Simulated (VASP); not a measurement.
Write the native input for VASP 6.6.1 that does the following.

```
Task                   : single point
Functional             : PBE
Dispersion             : D3(BJ)
Potentials or basis    : VASP PAW PBE potentials, release 64 (Zr_sv, S)
Cutoff                 : 500 eV
k mesh                 : 9 × 9 × 6
Occupations            : gaussian, width 0.02 eV
Spin                   : no spin polarisation
Dipole correction      : no
Further INCAR settings : ALGO = Normal; EDIFF = 1e-06; NBANDS = 19
```

The structure of ZrS2 (base) lies in POSCAR:

```
ZrS2
1.0
    3.6351225207     -0.0000000029      0.0000000000
   -1.8175612579      3.1481084502      0.0000000000
    0.0000000000      0.0000000000      5.7204557121
Zr S
1 2
Direct
    0.0000000000      0.0000000000      0.0000000000
    0.6666666667      0.3333333333      0.7447326716
    0.3333333333      0.6666666667      0.2552673284
```

One way to write it, as run:

INCAR

```
SYSTEM = ZrS2
  ALGO = Normal
  EDIFF = 1E-6
  ENCUT = 500
  GGA = PE
  GGA_COMPAT = .FALSE.
  ISIF = 2
  ISMEAR = 0
  IVDW = 12
  LASPH = .TRUE.
  LCHARG = .TRUE.
  LELF = .TRUE.
  LREAL = .FALSE.
  LVHAR = .TRUE.
  LWAVE = .FALSE.
  NBANDS = 19
  NELM = 120
  PREC = Accurate
  SIGMA = 0.02
```

KPOINTS

```
k-points
0
G
  9 9 6
  0 0 0
```

Potentials or basis: VASP PAW PBE potentials, release 64 (Zr_sv, S).

Launch:

```sh
$ cat potpaw_PBE.64/Zr_sv/POTCAR potpaw_PBE.64/S/POTCAR > POTCAR
$ mpirun -np 1 vasp_std > vasp.out
```

It gave:

| Item | Value |
| --- | --- |
| Pressure | 0.0 GPa |
| Largest force | 0.007 eV/Å |
| Band gap on the k mesh | 0.70 eV, indirect (least direct gap 1.42 eV) |
| Dispersion energy per atom | -0.363 eV |

Wall time 84 s on 1 thread of Intel(R) Xeon(R) Platinum 8259CL CPU @ 2.50GHz (Skylake/Cascade Lake), on a shared host, peak memory 0.22 GiB.
